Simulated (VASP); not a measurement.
# Ga3Sb (I4/mmm) in VASP: further runs

The runs below take Ga3Sb through single point, with PBEsol+D3(BJ).

All numbers are computed with VASP 6.6.1; they aren't measurements. Logs are shortened: lines on timing, memory, paths and dates and some standing lists are left out, and cuts for length are marked.

## 1. The cell of the first run

It takes space group I4/mmm (No. 139, tetragonal). The conventional cell has a = 4.071 Å, b = 4.071 Å, c = 8.707 Å, α = 90.00°, β = 90.00°, γ = 90.00°. Ga (site symmetry -4m2) has 8 Ga at 2.88 to 2.98 Å and 4 Sb at 2.98 Å within 3.8 Å. Within 3.8 Å of Ga (site symmetry 4/mmm) lie 4 Sb at 2.88 Å and 8 Ga at 2.98 Å. Sb (site symmetry 4/mmm) has 12 Ga at 2.88 to 2.98 Å within 3.8 Å.

## 2. Single point, PBEsol+D3(BJ) (18.04 Å³/atom)

INCAR

```
SYSTEM = Ga3Sb
  PREC = Accurate
  ENCUT = 520
  EDIFF = 1E-7
  ISMEAR = 0
  SIGMA = 0.15
  LREAL = .False.
  LASPH = .True.
  NELM = 60
  ALGO = Fast
  ISIF = 2
  LWAVE = .False.
  LCHARG = .True.
  GGA = PS
  IVDW = 12
  LELF = .True.
  LVHAR = .True.
  NBANDS = 30
```

KPOINTS

```
regular mesh
0
Gamma
  14 14 14
  0 0 0
```

POSCAR

```
Ga3Sb
1.0
   -2.0356891383      2.0356891383      4.3534913683
    2.0356891383     -2.0356891383      4.3534913683
    2.0356891383      2.0356891383     -4.3534913683
Ga Sb
3 1
Direct
    0.7500000000      0.2500000000      0.5000000000
    0.2500000000      0.7500000000      0.5000000000
    0.5000000000      0.5000000000      0.0000000000
    0.0000000000      0.0000000000      0.0000000000
```

Potentials or basis: VASP PAW PBE potentials, release 64 (Ga_d, Sb).

The run is started by

```bash
$ cat potpaw_PBE.64/Ga_d/POTCAR potpaw_PBE.64/Sb/POTCAR > POTCAR
$ mpirun -np 1 vasp_std > vasp.out
```

OUTCAR:

```text
SYSTEM = Ga3Sb
   PREC = Accurate
   ENCUT = 520
   EDIFF = 1E-7
   ISMEAR = 0
   LREAL = .False.
   LASPH = .True.
   NELM = 60
   ISIF = 2
   GGA = PS
   IVDW = 12
 IVDW          = 12

 ion  position               nearest neighbor table
   1  0.750  0.250  0.500-   2 2.88   2 2.88   2 2.88   2 2.88   4 2.98   4 2.98   4 2.98   4 2.98

   2  0.250  0.750  0.500-   1 2.88   1 2.88   1 2.88   1 2.88   4 2.98   4 2.98   4 2.98   4 2.98

   3  0.500  0.500  0.000-   4 2.88   4 2.88   4 2.88   4 2.88
   4  0.000  0.000  0.000-   3 2.88   3 2.88   3 2.88   3 2.88   1 2.98   1 2.98   2 2.98   2 2.98
                             2 2.98   1 2.98   2 2.98   1 2.98

  LATTYP: Found a body centered tetragonal cell.
 ALAT       =     4.0713782766
 C/A-ratio  =     2.1385835815

  Lattice vectors:

 A1 = (  -2.0356891383,   2.0356891383,   4.3534913683)
 A2 = (   2.0356891383,  -2.0356891383,   4.3534913683)
 A3 = (   2.0356891383,   2.0356891383,  -4.3534913683)

Analysis of symmetry for initial positions (statically):
=====================================================================
 Subroutine PRICEL returns:
 Original cell was already a primitive cell.

 Routine SETGRP: Setting up the symmetry group for a
 body centered tetragonal supercell.

 Subroutine GETGRP returns: Found 16 space group operations
 (whereof 16 operations were pure point group operations)
 out of a pool of 16 trial point group operations.

The static configuration has the point symmetry D_4h.

Analysis of symmetry for dynamics (positions and initial velocities):
=====================================================================
 Subroutine PRICEL returns:
 Original cell was already a primitive cell.

 Routine SETGRP: Setting up the symmetry group for a
 body centered tetragonal supercell.

 Subroutine GETGRP returns: Found 16 space group operations
 (whereof 16 operations were pure point group operations)
 out of a pool of 16 trial point group operations.

The dynamic configuration has the point symmetry D_4h.

 Subroutine INISYM returns: Found 16 space group operations
 (whereof 16 operations are pure point group operations),
 and found     1 'primitive' translations

----------------------------------------------------------------------------------------

                                     Primitive cell

  volume of cell :      72.1640

  direct lattice vectors                    reciprocal lattice vectors
    -2.035689138  2.035689138  4.353491368     0.000000000  0.245617069  0.114850348
     2.035689138 -2.035689138  4.353491368     0.245617069  0.000000000  0.114850348
     2.035689138  2.035689138 -4.353491368     0.245617069  0.245617069  0.000000000

  length of vectors
     5.219286123  5.219286123  5.219286123     0.271142669  0.271142669  0.347354990

  position of ions in fractional coordinates (direct lattice)
     0.750000000  0.250000000  0.500000000
     0.250000000  0.750000000  0.500000000
     0.500000000  0.500000000  0.000000000
     0.000000000  0.000000000  0.000000000

  ion indices of the primitive-cell ions
   primitive index   ion index
                 1           1
                 2           2
                 3           3
                 4           4

----------------------------------------------------------------------------------------

 KPOINTS: regular mesh

Automatic generation of k-mesh.
 Grid dimensions read from file:
 generate k-points for:   14   14   14

 Generating k-lattice:

  Cartesian coordinates                     Fractional coordinates (reciprocal lattice)
     0.000000000  0.017544076  0.008203596     0.071428571  0.000000000  0.000000000
     0.017544076  0.000000000  0.008203596     0.000000000  0.071428571  0.000000000
     0.017544076  0.017544076  0.000000000     0.000000000  0.000000000  0.071428571

  Length of vectors
     0.019367334  0.019367334  0.024811071

  Shift w.r.t. Gamma in fractional coordinates (k-lattice)
     0.000000000  0.000000000  0.000000000

 Subroutine IBZKPT returns following result:
 ===========================================

 Found    244 irreducible k-points:

 Following reciprocal coordinates:
            Coordinates               Weight
  0.000000  0.000000  0.000000      1.000000
  0.071429  0.000000 -0.000000      8.000000
  0.142857  0.000000 -0.000000      8.000000
  0.214286  0.000000 -0.000000      8.000000
  0.285714  0.000000 -0.000000      8.000000
  0.357143  0.000000 -0.000000      8.000000
[... 16 lines left out ...]
  0.214286  0.142857 -0.000000     16.000000
  0.285714  0.142857 -0.000000     16.000000
 [... further k-points ...]
   k-points           NKPTS =    244   k-points in BZ     NKDIM =    244   number of bands    NBANDS=     30
   number of dos      NEDOS =    301   number of ions     NIONS =      4
   total plane-waves  NPLWV =  64000
   dimension x,y,z NGX =    40 NGY =   40 NGZ =   40
   dimension x,y,z NGXF=    80 NGYF=   80 NGZF=   80
   ions per type =               3   1
   NGX,Y,Z   is equivalent  to a cutoff of  12.74, 12.74, 12.74 a.u.
   NGXF,Y,Z  is equivalent  to a cutoff of  25.48, 25.48, 25.48 a.u.
 SYSTEM =  Ga3Sb
   PREC   = accura    normal or accurate (medium, high low for compatibility)
   ISTART =      0    job   : 0-new  1-cont  2-samecut
   ICHARG =      2    charge: 1-file 2-atom 10-const
   ISPIN  =      1    spin polarized calculation?
   LNONCOLLINEAR =      F non collinear calculations
   LSORBIT =      F    spin-orbit coupling
   LASPH  =      T    aspherical Exc in radial PAW
   ENCUT  =  520.0 eV  38.22 Ry    6.18 a.u.   9.70  9.70  9.70*2*pi/ulx,y,z
   NELM   =     60;   NELMIN=  2; NELMDL= -5     # of ELM steps
   EDIFF  = 0.1E-06   stopping-criterion for ELM
   LREAL  =      F    real-space projection
   EDIFFG = 0.1E-05   stopping-criterion for IOM
   NSW    =      0    number of steps for IOM
   IBRION =     -1    ionic relax: 0-MD 1-quasi-New 2-CG
   NFREE  =      0    steps in history (QN), initial steepest desc. (CG)
   ISIF   =      2    stress and relaxation
   ISYM   =      2    0-nonsym 1-usesym 2-fastsym
   POTIM  = 0.5000    time-step for ionic-motion
   TEBEG  =    0.0;   TEEND  =   0.0 temperature during run
   PSTRESS=    0.0 pullay stress
   NELECT =      44.0000    total number of electrons
   NUPDOWN=      -1.0000    fix difference up-down
   EMIN   =  10.00;   EMAX   =-10.00  energy-range for DOS
   EFERMI =   0.00;   METHOD = LEGACY
   ISMEAR =     0;   SIGMA  =   0.15  broadening in eV -4-tet -1-fermi 0-gaus
   EFERMI_NEDOS =   21; number of points for ismear=-14 and -15
   IALGO  =     68    algorithm
   IMIX   =      4    mixing-type and parameters
     AMIX     =   0.40;   BMIX     =  1.00
     AMIX_MAG =   1.60;   BMIX_MAG =  1.00
  volume/ion in A,a.u.               =      18.04       121.75
  Fermi-wavevector in a.u.,A,eV,Ry     =   1.388200  2.623319 26.219795  1.927101
  Thomas-Fermi vector in A             =   2.512349
   LORBIT       =      0    0 simple, 1 ext, 2 COOP (PROOUT), +10 PAW based schemes
   GGA     = PS    functional components
   LHFCALC =     F    Hartree Fock is set to
   AEXX    =    0.0000 exact exchange contribution
   IVDW    =    12    specifies the selected vdW correction
   LEPSILON=     F    determine dielectric tensor
   LRPA    =     F    only Hartree local field effects (RPA)
 non-spin polarized calculation
 RMM-DIIS sequential band-by-band and
 Gauss-broadening in eV      SIGMA  =   0.15
  energy-cutoff  :      520.00
  volume of cell :       72.16
 maximum number of plane-waves:      1966
   NGX = 19   NGY = 19   NGZ = 19

 number of electron      44.0000008 magnetization

 Free energy of the ion-electron system (eV)
  ---------------------------------------------------
  ext. energy  EPLUGINS =         0.00000000
  ---------------------------------------------------
  free energy    TOTEN  =       -14.01775277 eV

  energy without entropy =      -14.00132090  energy(sigma->0) =      -14.00953683

 E-fermi :   8.0897     XC(G=0): -11.5969

 val. band max:        8.0815286735   @ k =  -0.1429  -0.3571   0.0714
 cond. band min:       8.0959681617   @ k =   0.4286   0.2143  -0.0000
 fundamental gap:      0.0144394882
 Fermi energy:         8.0896804840

 k-point     1 :       0.0000    0.0000    0.0000
  band No.  band energies     occupation
      1      -7.0607      2.00000
      2      -7.0250      2.00000
      3      -6.9769      2.00000
      4      -6.9152      2.00000
      5      -6.9152      2.00000
      6      -6.9117      2.00000
[... 22 lines left out ...]
     29      16.0435      0.00000
     30      16.7340      0.00000

 k-point     2 :       0.0714    0.0000   -0.0000
  band No.  band energies     occupation
      1      -7.0562      2.00000
      2      -7.0228      2.00000
      3      -6.9729      2.00000
      4      -6.9293      2.00000
      5      -6.9277      2.00000
      6      -6.9024      2.00000
[... 22 lines left out ...]
     29      16.5219      0.00000
     30      17.1471      0.00000

 k-point     3 :       0.1429    0.0000   -0.0000
  band No.  band energies     occupation
      1      -7.0429      2.00000
      2      -7.0174      2.00000
      3      -6.9616      2.00000
      4      -6.9450      2.00000
      5      -6.9363      2.00000
      6      -6.8988      2.00000
[... 22 lines left out ...]
     29      17.6100      0.00000
     30      18.0306      0.00000

 k-point     4 :       0.2143    0.0000   -0.0000
  band No.  band energies     occupation
      1      -7.0219      2.00000
      2      -7.0109      2.00000
      3      -6.9591      2.00000
      4      -6.9462      2.00000
      5      -6.9344      2.00000
      6      -6.8948      2.00000
[... 22 lines left out ...]
     29      16.6149      0.00000
     30      16.7269      0.00000

 k-point     5 :       0.2857    0.0000   -0.0000
  band No.  band energies     occupation
      1      -7.0042      2.00000
      2      -6.9955      2.00000
      3      -6.9699      2.00000
      4      -6.9298      2.00000
      5      -6.9226      2.00000
      6      -6.8868      2.00000
[... 22 lines left out ...]
     29      15.3872      0.00000
     30      15.3922      0.00000
[... 526 lines left out ...]
     29      16.3950      0.00000
     30      17.8366      0.00000

 k-point    22 :       0.1429    0.1429   -0.0000
  band No.  band energies     occupation
      1      -7.0369      2.00000
      2      -7.0119      2.00000
      3      -6.9654      2.00000
      4      -6.9553      2.00000
      5      -6.9365      2.00000
      6      -6.9058      2.00000
[... 22 lines left out ...]
     29      15.0911      0.00000
     30      16.7824      0.00000

 k-point    23 :       0.2143    0.1429   -0.0000
  band No.  band energies     occupation
      1      -7.0316      2.00000
      2      -7.0040      2.00000
      3      -6.9670      2.00000
      4      -6.9527      2.00000
      5      -6.9189      2.00000
      6      -6.9061      2.00000
[... 22 lines left out ...]
     29      13.7163      0.00000
     30      16.7707      0.00000

 k-point    24 :       0.2857    0.1429   -0.0000
  band No.  band energies     occupation
      1      -7.0268      2.00000
      2      -6.9897      2.00000
      3      -6.9691      2.00000
      4      -6.9384      2.00000
      5      -6.9152      2.00000
      6      -6.8942      2.00000
[... 22 lines left out ...]
     29      13.3463      0.00000
     30      16.6279      0.00000

 [... further k-points ...]

------------------------ aborting loop because EDIFF is reached ----------------------------------------

 Edisp (eV)   -1.63201

 E8    (eV) :    -1.1284

  FORCE on cell =-STRESS in cart. coord.  units (eV):
  Direction    XX          YY          ZZ          XY          YZ          ZX
  --------------------------------------------------------------------------------------
  -------------------------------------------------------------------------------------
  Total       3.02872     3.02872     2.98531     0.00000     0.00000     0.00000
  in kB      67.24326    67.24326    66.27956     0.00000     0.00000     0.00000
  external pressure =       66.92 kB  Pullay stress =        0.00 kB

 VOLUME and BASIS-vectors are now :
 -----------------------------------------------------------------------------
  energy-cutoff  :      520.00
  volume of cell :       72.16
      direct lattice vectors                 reciprocal lattice vectors
    -2.035689138  2.035689138  4.353491368     0.000000000  0.245617069  0.114850348
     2.035689138 -2.035689138  4.353491368     0.245617069  0.000000000  0.114850348
     2.035689138  2.035689138 -4.353491368     0.245617069  0.245617069  0.000000000

 POSITION                                       TOTAL-FORCE (eV/Angst)
 -----------------------------------------------------------------------------------
      0.00000      2.03569      2.17675         0.000000     -0.000000      0.000000
      2.03569      0.00000      2.17675        -0.000000      0.000000     -0.000000
      0.00000      0.00000      4.35349         0.000000     -0.000000      0.000000
      0.00000      0.00000      0.00000         0.000000     -0.000000      0.000000
 -----------------------------------------------------------------------------------
    total drift:                               -0.000000     -0.000000      0.000000

  FREE ENERGIE OF THE ION-ELECTRON SYSTEM (eV)
  ---------------------------------------------------
  free  energy   TOTEN  =       -15.6497612379 eV

  energy  without entropy=      -15.6333293726  energy(sigma->0) =      -15.64154531
```

Run time: 11 min. Hardware: 1 thread of Intel Xeon Platinum 8488C (Sapphire Rapids), shared host; peak memory 0.57 GiB.

Results:

- Free energy: -15.6498 eV
- Pressure: 6.7 GPa
- Band gap on the k mesh: zero (bands 22 and 23 overlap by 5.54 eV)
- Dispersion energy per atom: -0.408 eV

Stress tensor (GPa, compression positive):
```
6.72 0.00 0.00
0.00 6.72 0.00
0.00 0.00 6.63
```

Caveat: the cell stands under pressure; the PAW data sets were made with another functional, which shifts forces and pressure a little; spin-orbit coupling is left out, which moves the levels of the heavy elements.

## 3. Single point, PBEsol+D3(BJ) (18.04 Å³/atom)

INCAR

```
PREC = Accurate ; ENCUT = 520
EDIFF = 1E-6 ; ISMEAR = 0
SIGMA = 0.15 ; LREAL = False
LASPH = True ; NELM = 80
ALGO = Fast ; ISIF = 2
LWAVE = False ; LCHARG = False
GGA = PS ; IVDW = 12
NBANDS = 30
```

KPOINTS

```
regular mesh
0
Gamma
  14 14 14
```

POSCAR

```
Ga3Sb
1.0
   -2.1629807800      2.1629807800      3.8561621346
    2.1629807800     -2.1629807800      3.8561621346
    2.1629807800      2.1629807800     -3.8561621346
Ga Sb
3 1
Direct
    0.7500000000      0.2500000000      0.5000000000
    0.2500000000      0.7500000000      0.5000000000
    0.5000000000      0.5000000000      0.0000000000
    0.0000000000      0.0000000000      0.0000000000
```

Potentials or basis: VASP PAW PBE potentials, release 64 (Ga_d, Sb).

The run is started by

```bash
$ cat potpaw_PBE.64/Ga_d/POTCAR potpaw_PBE.64/Sb/POTCAR > POTCAR
$ mpirun -np 1 vasp_std > vasp.out
```

It took 9.5 min on 1 thread of Intel Xeon Platinum 8488C (Sapphire Rapids), shared host; peak memory 0.57 GiB.

The run converged. Its results:

| Item | Value |
| --- | --- |
| Free energy | -15.6610 eV |
| Pressure | 6.6 GPa |
| Band gap on the k mesh | zero (bands 22 and 23 overlap by 5.25 eV) |
| Dispersion energy per atom | -0.408 eV |

Levels at points of the mesh, in eV from the Fermi level:
| k point | band 18 | band 19 | band 20 | band 21 | band 22 | band 23 | band 24 | band 25 | band 26 | band 27 |
| --- | --- | --- | --- | --- | --- | --- | --- | --- | --- | --- |
| (0.00, 0.00, 0.00) | -3.24 | -2.33 | -2.33 | -2.31 | -1.38 | -0.98 | -0.98 | -0.22 | -0.08 | 2.68 |
| (0.50, 0.00, 0.00) | -5.10 | -4.78 | -2.25 | -1.51 | -1.35 | -0.90 | 2.61 | 3.49 | 3.76 | 4.12 |
| (0.50, 0.50, 0.00) | -6.35 | -5.76 | -5.53 | -5.36 | 1.31 | 2.03 | 2.04 | 2.40 | 6.40 | 7.25 |
| (0.50, 0.50, 0.50) | -4.78 | -4.61 | -4.61 | -3.69 | 3.44 | 4.40 | 4.40 | 4.60 | 5.59 | 5.60 |

Caveat: the cell stands under pressure; the PAW data sets were made with another functional, which shifts forces and pressure a little; spin-orbit coupling is left out, which moves the levels of the heavy elements.
